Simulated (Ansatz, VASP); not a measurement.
PbI2: VASP beside Ansatz

```
Pb I
1.0
     4.67795    0.00000    0.00000
    -2.33897    4.05122    0.00000
     0.00000    0.00000    7.69332
Pb I
1 2
Direct
  0.00000 0.00000 0.00000
  0.33333 0.66667 0.24122
  0.66667 0.33333 0.75878
```

Alike in both runs: task relaxation of cell and atoms; functional PBE; k mesh 9 × 9 × 4; no spin polarisation.

|  | VASP | Ansatz |
| --- | --- | --- |
| version | VASP 6.6.1 | Ansatz 0.2.0 |
| potentials or method | VASP PAW PBE potentials, release 64 (Pb_d, I), cutoff 500 eV | scalar-relativistic, plane waves, PAW |
| occupations | gaussian, width 0.01 eV | fixed |
| valence electrons in the cell | 28 | 48 |

Ansatz gave:

| Quantity | Value |
| --- | --- |
| gap on the k mesh at the Fermi level, each at its own relaxed structure (eV) | 2.44 |
| relaxed volume (Å³/atom) | 49.57 |
| relaxed length of the cell vector where the two differ most in proportion (Å) | 7.857 |

**Question.** Estimate VASP's values.

**Answer.** gap on the k mesh at the Fermi level, each at its own relaxed structure (eV): 2.44; relaxed volume (Å³/atom): 49.28; relaxed length of the cell vector where the two differ most in proportion (Å): 7.822.

VASP's potentials hold 28 valence electrons a cell and Ansatz's 48, so a difference there can come from the potentials and not from the codes.

Spin-orbit coupling is off throughout.
